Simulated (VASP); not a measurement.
# Mg6NO6 in VASP: further runs

Runs on Mg6NO6. Level: PBE. Tasks: single point.

Program: VASP 6.6.1. These are calculated values, not measurements. Logs are shortened: lines on timing, memory, paths and dates and some standing lists are left out, and cuts for length are marked.

## Step 1: The cell of the first run

The cell holds a slab with vacuum, 26 atoms: a = 6.017 Å, b = 6.017 Å, c = 20.880 Å, α = 90.00°, β = 90.00°, γ = 90.00°.

## Step 2: Single point, PBE

Input file INCAR:

```
SYSTEM = Mg6NO6
PREC = Accurate ; ENCUT = 520
EDIFF = 1E-6 ; ISMEAR = 0
SIGMA = 0.05 ; LREAL = Auto
LASPH = .TRUE. ; NELM = 100
ALGO = Normal ; ISIF = 2
LWAVE = .FALSE. ; LCHARG = .FALSE.
LDIPOL = .TRUE. ; IDIPOL = 3
DIPOL = 0.5 0.5 0.319 ; GGA = PE
NBANDS = 72
```

Input file KPOINTS:

```
regular mesh
0
G
  5 5 1
  0 0 0
```

Input file POSCAR:

```
Mg6NO6
1.0
    6.0171792582      0.0000000000      0.0000000000
    0.0000000000      6.0171792582      0.0000000000
    0.0000000000      0.0000000000     20.8799623436
Mg O N
12 12 2
Direct
    0.2500000000      0.2500000000      0.1915712267
    0.2500000000      0.7500000000      0.1915712267
    0.7500000000      0.2500000000      0.1915712267
    0.7500000000      0.7500000000      0.1915712267
    0.0000000000      0.0000000000      0.2936999204
    0.0000000000      0.5000000000      0.2936999204
    0.5000000000      0.0000000000      0.2936999204
    0.5000000000      0.5000000000      0.2936999204
    0.2500000000      0.2500000000      0.3942063725
    0.2500000000      0.7500000000      0.3942063725
    0.7500000000      0.2500000000      0.3942063725
    0.7500000000      0.7500000000      0.3942063725
    0.0000000000      0.0000000000      0.1915712267
    0.0000000000      0.5000000000      0.1915712267
    0.5000000000      0.0000000000      0.1915712267
    0.5000000000      0.5000000000      0.1915712267
    0.2500000000      0.2500000000      0.2932336620
    0.2500000000      0.7500000000      0.2932336620
    0.7500000000      0.2500000000      0.2932336620
    0.7500000000      0.7500000000      0.2932336620
    0.0000000000      0.0000000000      0.3965506358
    0.0000000000      0.5000000000      0.3965506358
    0.5000000000      0.0000000000      0.3965506358
    0.5000000000      0.5000000000      0.3965506358
    0.0625000000      0.0625000000      0.5936149816
    0.0625000000      0.0625000000      0.6464006586
```

Potentials or basis: VASP PAW PBE potentials, release 64 (Mg, O, N).

On the command line:

```bash
> cat potpaw_PBE.64/Mg/POTCAR potpaw_PBE.64/O/POTCAR potpaw_PBE.64/N/POTCAR > POTCAR
> mpirun -np 1 vasp_std > vasp.out
```

OUTCAR:

```text
SYSTEM = Mg6NO6
   PREC = Accurate
   ENCUT = 520
   EDIFF = 1E-6
   ISMEAR = 0
   LREAL = Auto
   LASPH = .TRUE.
   NELM = 100
   ISIF = 2
   GGA = PE

 ion  position               nearest neighbor table
   1  0.250  0.250  0.192-  17 2.12  14 2.13  15 2.13  16 2.13  13 2.13   3 3.01   2 3.01   2 3.01
                             3 3.01   8 3.01   5 3.01   6 3.01   7 3.01
   2  0.250  0.750  0.192-  18 2.12  14 2.13  15 2.13  16 2.13  13 2.13   4 3.01   1 3.01   1 3.01
                             4 3.01   8 3.01   5 3.01   6 3.01   7 3.01
   3  0.750  0.250  0.192-  19 2.12  14 2.13  15 2.13  16 2.13  13 2.13   4 3.01   1 3.01   4 3.01
                             1 3.01   8 3.01   5 3.01   6 3.01   7 3.01
   4  0.750  0.750  0.192-  20 2.12  14 2.13  15 2.13  16 2.13  13 2.13   3 3.01   2 3.01   3 3.01
                             2 3.01   8 3.01   5 3.01   6 3.01   7 3.01
   5  0.000  0.000  0.294-  17 2.13  18 2.13  19 2.13  20 2.13  13 2.13  21 2.15  11 2.99  12 2.99
                             9 2.99  10 2.99   6 3.01   7 3.01   6 3.01   7 3.01   3 3.01   4 3.01
   6  0.000  0.500  0.294-  17 2.13  18 2.13  19 2.13  20 2.13  14 2.13  22 2.15  11 2.99  12 2.99
                             9 2.99  10 2.99   5 3.01   8 3.01   5 3.01   8 3.01   3 3.01   4 3.01
   7  0.500  0.000  0.294-  17 2.13  18 2.13  19 2.13  20 2.13  15 2.13  23 2.15  11 2.99  12 2.99
                             9 2.99  10 2.99   5 3.01   8 3.01   8 3.01   5 3.01   3 3.01   4 3.01
   8  0.500  0.500  0.294-  17 2.13  18 2.13  19 2.13  20 2.13  16 2.13  24 2.15  11 2.99  12 2.99
                             9 2.99  10 2.99   6 3.01   7 3.01   7 3.01   6 3.01   3 3.01   4 3.01
   9  0.250  0.250  0.394-  17 2.11  21 2.13  22 2.13  23 2.13  24 2.13   6 2.99   7 2.99   8 2.99
[... 4 lines left out ...]
                             5 2.99  12 3.01   9 3.01  12 3.01   9 3.01
  12  0.750  0.750  0.394-  20 2.11  21 2.13  22 2.13  23 2.13  24 2.13   6 2.99   7 2.99   8 2.99
                             5 2.99  11 3.01  10 3.01  11 3.01  10 3.01
  13  0.000  0.000  0.192-   1 2.13   2 2.13   3 2.13   4 2.13   5 2.13
  14  0.000  0.500  0.192-   1 2.13   2 2.13   3 2.13   4 2.13   6 2.13
  15  0.500  0.000  0.192-   1 2.13   2 2.13   3 2.13   4 2.13   7 2.13
  16  0.500  0.500  0.192-   1 2.13   2 2.13   3 2.13   4 2.13   8 2.13
  17  0.250  0.250  0.293-   9 2.11   1 2.12   6 2.13   7 2.13   8 2.13   5 2.13
  18  0.250  0.750  0.293-  10 2.11   2 2.12   6 2.13   7 2.13   8 2.13   5 2.13
  19  0.750  0.250  0.293-  11 2.11   3 2.12   6 2.13   7 2.13   8 2.13   5 2.13
  20  0.750  0.750  0.293-  12 2.11   4 2.12   6 2.13   7 2.13   8 2.13   5 2.13
  21  0.000  0.000  0.397-   9 2.13  10 2.13  11 2.13  12 2.13   5 2.15
  22  0.000  0.500  0.397-   9 2.13  10 2.13  11 2.13  12 2.13   6 2.15
  23  0.500  0.000  0.397-   9 2.13  10 2.13  11 2.13  12 2.13   7 2.15
  24  0.500  0.500  0.397-   9 2.13  10 2.13  11 2.13  12 2.13   8 2.15
  25  0.062  0.062  0.594-  26 1.10
  26  0.062  0.062  0.646-  25 1.10

  LATTYP: Found a simple tetragonal cell.
 ALAT       =     6.0171792582
 C/A-ratio  =     3.4700582196

  Lattice vectors:

 A1 = (   6.0171792582,   0.0000000000,   0.0000000000)
 A2 = (   0.0000000000,   6.0171792582,   0.0000000000)
 A3 = (   0.0000000000,   0.0000000000,  20.8799623436)

Analysis of symmetry for initial positions (statically):
=====================================================================
 Subroutine PRICEL returns:
 Original cell was already a primitive cell.

 Routine SETGRP: Setting up the symmetry group for a
 simple tetragonal supercell.

 Subroutine GETGRP returns: Found  2 space group operations
 (whereof  2 operations were pure point group operations)
 out of a pool of 16 trial point group operations.

The static configuration has the point symmetry C_1h.

Analysis of symmetry for dynamics (positions and initial velocities):
=====================================================================
 Subroutine PRICEL returns:
 Original cell was already a primitive cell.

 Routine SETGRP: Setting up the symmetry group for a
 simple tetragonal supercell.

 Subroutine GETGRP returns: Found  2 space group operations
 (whereof  2 operations were pure point group operations)
 out of a pool of 16 trial point group operations.

The dynamic configuration has the point symmetry C_1h.

 Subroutine INISYM returns: Found  2 space group operations
 (whereof  2 operations are pure point group operations),
 and found     1 'primitive' translations

----------------------------------------------------------------------------------------

                                     Primitive cell

  volume of cell :     755.9892

[... 84 lines left out ...]
     0.000000000  0.000000000  0.000000000

 Subroutine IBZKPT returns following result:
 ===========================================

 Found      9 irreducible k-points:

 Following reciprocal coordinates:
            Coordinates               Weight
  0.000000  0.000000  0.000000      1.000000
  0.200000  0.000000  0.000000      4.000000
  0.400000  0.000000  0.000000      4.000000
  0.200000  0.200000  0.000000      2.000000
 -0.200000  0.200000  0.000000      2.000000
  0.400000  0.200000  0.000000      4.000000
 -0.200000  0.400000  0.000000      4.000000
  0.400000  0.400000  0.000000      2.000000
 -0.400000  0.400000  0.000000      2.000000
   k-points           NKPTS =      9   k-points in BZ     NKDIM =      9   number of bands    NBANDS=     72
   number of dos      NEDOS =    301   number of ions     NIONS =     26
   total plane-waves  NPLWV = 368640
   dimension x,y,z NGX =    48 NGY =   48 NGZ =  160
   dimension x,y,z NGXF=    96 NGYF=   96 NGZF=  320
   ions per type =              12  12   2
   NGX,Y,Z   is equivalent  to a cutoff of  13.26, 13.26, 12.74 a.u.
   NGXF,Y,Z  is equivalent  to a cutoff of  26.52, 26.52, 25.48 a.u.
 SYSTEM =  Mg6NO6
   PREC   = accura    normal or accurate (medium, high low for compatibility)
   ISTART =      0    job   : 0-new  1-cont  2-samecut
   ICHARG =      2    charge: 1-file 2-atom 10-const
   ISPIN  =      1    spin polarized calculation?
   LNONCOLLINEAR =      F non collinear calculations
   LSORBIT =      F    spin-orbit coupling
   LASPH  =      T    aspherical Exc in radial PAW
   ENCUT  =  520.0 eV  38.22 Ry    6.18 a.u.  11.19 11.19 38.82*2*pi/ulx,y,z
   NELM   =    100;   NELMIN=  2; NELMDL= -5     # of ELM steps
   EDIFF  = 0.1E-05   stopping-criterion for ELM
   LREAL  =      T    real-space projection
   EDIFFG = 0.1E-04   stopping-criterion for IOM
   NSW    =      0    number of steps for IOM
   IBRION =     -1    ionic relax: 0-MD 1-quasi-New 2-CG
   NFREE  =      0    steps in history (QN), initial steepest desc. (CG)
   ISIF   =      2    stress and relaxation
   ISYM   =      2    0-nonsym 1-usesym 2-fastsym
   POTIM  = 0.5000    time-step for ionic-motion
   TEBEG  =    0.0;   TEEND  =   0.0 temperature during run
   PSTRESS=    0.0 pullay stress
   NELECT =     106.0000    total number of electrons
   NUPDOWN=      -1.0000    fix difference up-down
   EMIN   =  10.00;   EMAX   =-10.00  energy-range for DOS
   EFERMI =   0.00;   METHOD = LEGACY
   ISMEAR =     0;   SIGMA  =   0.05  broadening in eV -4-tet -1-fermi 0-gaus
   EFERMI_NEDOS =   21; number of points for ismear=-14 and -15
   IALGO  =     38    algorithm
   IMIX   =      4    mixing-type and parameters
     AMIX     =   0.40;   BMIX     =  1.00
     AMIX_MAG =   1.60;   BMIX_MAG =  1.00
  volume/ion in A,a.u.               =      29.08       196.22
  Fermi-wavevector in a.u.,A,eV,Ry     =   0.850495  1.607202  9.841654  0.723341
  Thomas-Fermi vector in A             =   1.966481
   LORBIT       =      0    0 simple, 1 ext, 2 COOP (PROOUT), +10 PAW based schemes
   GGA     = PE    functional components
   LHFCALC =     F    Hartree Fock is set to
   AEXX    =    0.0000 exact exchange contribution
   IVDW    =     0    specifies the selected vdW correction
   LEPSILON=     F    determine dielectric tensor
   LRPA    =     F    only Hartree local field effects (RPA)
 non-spin polarized calculation
 Gauss-broadening in eV      SIGMA  =   0.05
  energy-cutoff  :      520.00
  volume of cell :      755.99
 maximum number of plane-waves:     20372
 NGX is ok and might be reduce to    48
   NGX = 23   NGY = 23   NGZ = 77

 dipolmoment           0.000000      0.000000     -0.018298 electrons x Angstroem

 number of electron     106.0000003 magnetization

 dipolmoment           0.000000      0.000000      0.080338 electrons x Angstroem

 Free energy of the ion-electron system (eV)
  ---------------------------------------------------
  ext. energy  EPLUGINS =         0.00000000
  ---------------------------------------------------
  free energy    TOTEN  =      -155.45279255 eV

  energy without entropy =     -155.45279255  energy(sigma->0) =     -155.45279255

 E-fermi :  -2.0624     XC(G=0):  -4.6117

 val. band max:       -2.3735185213   @ k =   0.0000   0.0000   0.0000
 cond. band min:       0.7171355260   @ k =   0.4000   0.0000   0.0000
 fundamental gap:      3.0906540473
 Fermi energy:        -2.0624142296

 k-point     1 :       0.0000    0.0000    0.0000
  band No.  band energies     occupation
      1     -25.5903      2.00000
      2     -19.1035      2.00000
      3     -18.3432      2.00000
      4     -18.2880      2.00000
      5     -18.2879      2.00000
      6     -17.9847      2.00000
[... 601 lines left out ...]
     64       4.1164      0.00000
     65       4.3808      0.00000
 [bands above 65 left out]

------------------------ aborting loop because EDIFF is reached ----------------------------------------

 vacuum level on the upper side and lower side of the slab       (xc-potential included)        -0.024        -0.276

  FORCE on cell =-STRESS in cart. coord.  units (eV):
  Direction    XX          YY          ZZ          XY          YZ          ZX
  --------------------------------------------------------------------------------------
  -------------------------------------------------------------------------------------
  Total      -16.2497546    -16.2497546      1.0719541      0.0001529      0.0118085      0.0118085
  in kB      -34.4383059    -34.4383059      2.2718056      0.0003241      0.0250258      0.0250258
  external PRESSURE =     -22.2016021 kB  Pullay stress =       0.0000000 kB

 VOLUME and BASIS-vectors are now :
 -----------------------------------------------------------------------------
  energy-cutoff  :      520.00
  volume of cell :      755.99
      direct lattice vectors                 reciprocal lattice vectors
     6.017179258  0.000000000  0.000000000     0.166190827  0.000000000  0.000000000
     0.000000000  6.017179258  0.000000000     0.000000000  0.166190827  0.000000000
     0.000000000  0.000000000 20.879962344     0.000000000  0.000000000  0.047892807

 POSITION                                       TOTAL-FORCE (eV/Angst)
 -----------------------------------------------------------------------------------
      1.50429      1.50429      4.00000         0.000158      0.000158      0.452631
      1.50429      4.51288      4.00000         0.000073     -0.000109      0.452777
      4.51288      1.50429      4.00000        -0.000109      0.000073      0.452777
      4.51288      4.51288      4.00000        -0.000065     -0.000065      0.452937
      0.00000      0.00000      6.13244        -0.000505     -0.000505     -0.014125
      0.00000      3.00859      6.13244        -0.000232      0.000320     -0.022547
[... 18 lines left out ...]
      0.37607      0.37607     12.39466         0.005652      0.005652     -1.746842
      0.37607      0.37607     13.49682        -0.002346     -0.002346      1.746733
 -----------------------------------------------------------------------------------
    total drift:                               -0.000065     -0.000065      0.031979

  FREE ENERGIE OF THE ION-ELECTRON SYSTEM (eV)
  ---------------------------------------------------
  free  energy   TOTEN  =      -155.4527925457 eV

  energy  without entropy=     -155.4527925457  energy(sigma->0) =     -155.45279255

 vacuum level on the upper side and lower side of the slab         2.679         2.404
```

Wall time 13 min (1 thread of Intel Xeon 6975P-C (Granite Rapids), shared host); peak memory 0.88 GiB.

What came out:

```
Free energy            : -155.4528 eV
Largest force          : 1.747 eV/Å
Band gap on the k mesh : 3.09 eV, indirect (least direct gap 3.14 eV)
```

Forces on the atoms (eV/Å):
```
Mg   0.000  0.000  0.453
Mg   0.000  0.000  0.453
Mg   0.000  0.000  0.453
Mg   0.000  0.000  0.453
Mg  -0.001 -0.001 -0.014
Mg   0.000  0.000 -0.023
Mg   0.000  0.000 -0.023
Mg   0.000  0.000 -0.026
Mg  -0.012 -0.012 -0.031
Mg  -0.010  0.012 -0.041
Mg   0.012 -0.010 -0.041
Mg   0.010  0.010 -0.047
O    0.000  0.000 -0.424
O    0.000  0.000 -0.423
O    0.000  0.000 -0.423
O    0.000  0.000 -0.424
O    0.002  0.002  0.030
O    0.002 -0.002  0.029
O   -0.002  0.002  0.029
O   -0.003 -0.003  0.029
O   -0.004 -0.004 -0.019
O   -0.001  0.002  0.009
O    0.002 -0.001  0.009
O    0.001  0.001  0.015
N    0.006  0.006 -1.747
N   -0.002 -0.002  1.747
```

Levels at points of the mesh, in eV from the valence-band top:
```
           k point  band 49  band 50  band 51  band 52  band 53  band 54  band 55  band 56  band 57  band 58
(0.00, 0.00, 0.00)    -0.37    -0.20    -0.20     0.00     0.00     3.15     3.15     3.23     3.85     4.70
```

Caveat: the standard files for N, O and F lose accuracy on very short bonds.

## Step 3: Single point, PBE

Input file INCAR:

```
  ALGO = Normal
  DIPOL = 0.5 0.5 0.315
  EDIFF = 1E-6
  ENCUT = 520
  GGA = PE
  IDIPOL = 3
  ISIF = 2
  ISMEAR = 0
  LASPH = T
  LCHARG = F
  LDIPOL = T
  LREAL = Auto
  LWAVE = F
  NBANDS = 72
  NELM = 100
  PREC = Accurate
  SIGMA = 0.05
```

Input file KPOINTS:

```
k-points
0
Gamma
  5 5 1
```

Edit POSCAR of step 2 so:

```diff
@@ -32,3 +32,3 @@
     0.5000000000      0.5000000000      0.3965506358
-    0.0625000000      0.0625000000      0.5936149816
-    0.0625000000      0.0625000000      0.6464006586
+    0.1875000000      0.1875000000      0.5445906080
+    0.1875000000      0.1875000000      0.5973781476
```

Potentials or basis: VASP PAW PBE potentials, release 64 (Mg, O, N).

On the command line:

```bash
> cat potpaw_PBE.64/Mg/POTCAR potpaw_PBE.64/O/POTCAR potpaw_PBE.64/N/POTCAR > POTCAR
> mpirun -np 1 vasp_std > vasp.out
```

Run time: 13 min. Hardware: 1 thread of Intel Xeon 6975P-C (Granite Rapids), shared host; peak memory 0.89 GiB.

It converged, with:

| Item | Value |
| --- | --- |
| Free energy | -155.4712 eV |
| Largest force | 1.751 eV/Å |
| Band gap on the k mesh | 3.00 eV, indirect (least direct gap 3.05 eV) |

Forces on the atoms (eV/Å):
```
Mg   0.000  0.000  0.451
Mg   0.000  0.000  0.452
Mg   0.000  0.000  0.452
Mg   0.000  0.000  0.454
Mg  -0.004 -0.004 -0.012
Mg  -0.002  0.003 -0.023
Mg   0.003 -0.002 -0.023
Mg   0.002  0.002 -0.030
Mg  -0.025 -0.025  0.072
Mg  -0.011  0.013 -0.070
Mg   0.013 -0.011 -0.070
Mg   0.012  0.012 -0.080
O    0.000  0.000 -0.424
O    0.000  0.000 -0.424
O    0.000  0.000 -0.424
O   -0.001 -0.001 -0.424
O    0.003  0.003  0.033
O    0.004 -0.003  0.031
O   -0.003  0.004  0.031
O   -0.005 -0.005  0.024
O   -0.035 -0.035 -0.037
O   -0.014  0.017  0.009
O    0.017 -0.014  0.009
O    0.008  0.008  0.024
N    0.060  0.060 -1.748
N   -0.023 -0.023  1.745
```

Levels at points of the mesh, in eV from the valence-band top:
```csv
k point,band 49,band 50,band 51,band 52,band 53,band 54,band 55,band 56,band 57,band 58
"(0.00, 0.00, 0.00)",-0.37,-0.20,-0.20,0.00,0.00,3.06,3.06,3.26,3.93,4.78
```

Caveat: the standard files for N, O and F lose accuracy on very short bonds.
